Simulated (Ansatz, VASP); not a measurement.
## Ni: VASP beside Ansatz

```
CELL_PARAMETERS angstrom
0.00000 -3.46457 0.00000
-2.44927 0.00000 0.00000
0.00000 0.00000 -2.44923
ATOMIC_POSITIONS crystal
Ni 0.50000 0.50000 0.50000
Ni 0.00000 0.00000 0.00000
```

Alike in both runs: functional PBEsol; k mesh 12 × 12 × 12; occupations gaussian, width 0.15 eV; collinear spin.

Ansatz relaxed the structure, and its values are those at the end. VASP's run is a single point on that final structure, the one shown.

```csv
,VASP,Ansatz
version,VASP 6.6.1,Ansatz 0.2.0
potentials or method,"VASP PAW PBE potentials, release 64 (Ni), cutoff 520 eV","scalar-relativistic, plane waves, PAW"
valence electrons in the cell,20,36
```

Ansatz gave:

```
gap on the k mesh at the Fermi level (eV)                     : none
pressure (GPa)                                                : 0.0
net moment per atom (μB)                                      : 0.63
size of the moment on the site where the two differ most (μB) : 0.67
```

**Question.** Estimate VASP's values.

**Answer.** gap on the k mesh at the Fermi level (eV): none; pressure (GPa): -0.1; net moment per atom (μB): 0.62; size of the moment on the site where the two differ most (μB): 0.62.

VASP's potentials were made for PBE, not for PBEsol. Site moments also hang on the region over which each program counts them. A gap of «none» marks a metal or a gap that the smearing closes. VASP's potentials hold 20 valence electrons a cell and Ansatz's 36, so a difference there can come from the potentials and not from the codes.
